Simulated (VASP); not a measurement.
Wanted: the native input for a VASP 6.6.1 run.

```yaml
Task: relaxation of cell and atoms
Functional: LDA
Potentials_or_basis: VASP PAW LDA potentials, release 64 (Zr_sv)
Cutoff: 600 eV
k_mesh: 14 × 14 × 14
Occupations: fermi-dirac, width 0.05 eV
Spin: no spin polarisation
Target_pressure: 10 GPa
Dipole_correction: no
Further_INCAR_settings: ALGO = Normal; EDIFF = 1e-07; IBRION = 2; EDIFFG = -0.01; NSW = 60; ISIF = 3
```

The structure of Zr lies in POSCAR:

```
Zr
1.0
    2.9500000000      0.0000000000      0.0000000000
    0.0000000000      2.9500000000      0.0000000000
    0.0000000000      0.0000000000      2.9500000000
Zr
1
Direct
    0.0000000000      0.0000000000      0.0000000000
```

The input as run:

INCAR

```
SYSTEM = Zr
ALGO = Normal ; EDIFF = 1E-7
EDIFFG = -0.01 ; ENCUT = 600
IBRION = 2 ; ISIF = 3
ISMEAR = -1 ; LASPH = .TRUE.
LCHARG = .FALSE. ; LREAL = .FALSE.
LWAVE = .FALSE. ; NELM = 60
NSW = 60 ; PREC = Accurate
PSTRESS = 100.0 ; SIGMA = 0.05
```

KPOINTS

```
k-points
0
G
  14 14 14
  0 0 0
```

Potentials or basis: VASP PAW LDA potentials, release 64 (Zr_sv).

Command:

```console
$ cat potpaw_LDA.64/Zr_sv/POTCAR > POTCAR
$ mpirun -np 1 vasp_std > vasp.out
```

It gave:

```json
{
 "Relaxed volume": "20.66 Å³/atom",
 "Relaxed cell": "a = 2.744 Å, b = 2.744 Å, c = 2.744 Å, α = 90.00°, β = 90.00°, γ = 90.00°",
 "Space group after relaxing (to 0.05 Å)": "Pm-3m (No. 221)",
 "Energy change on relaxing (the enthalpy is what falls)": "-12.4 meV/atom",
 "Ionic steps": "7",
 "Pressure after relaxing": "10.0 GPa",
 "Band gap on the k mesh": "zero (band 6 reaches 10.83 eV, above the bottom of band 7 at 7.65 eV)"
}
```

Caveat: the cell is relaxed towards a set pressure, so the enthalpy falls and the energy may rise; the volume moved by over 15 % at a fixed basis, so the end points are rough.

It took 34 s on 1 thread of Intel(R) Xeon(R) 6975P-C (Granite Rapids) (shared host), peak memory 0.16 GiB.
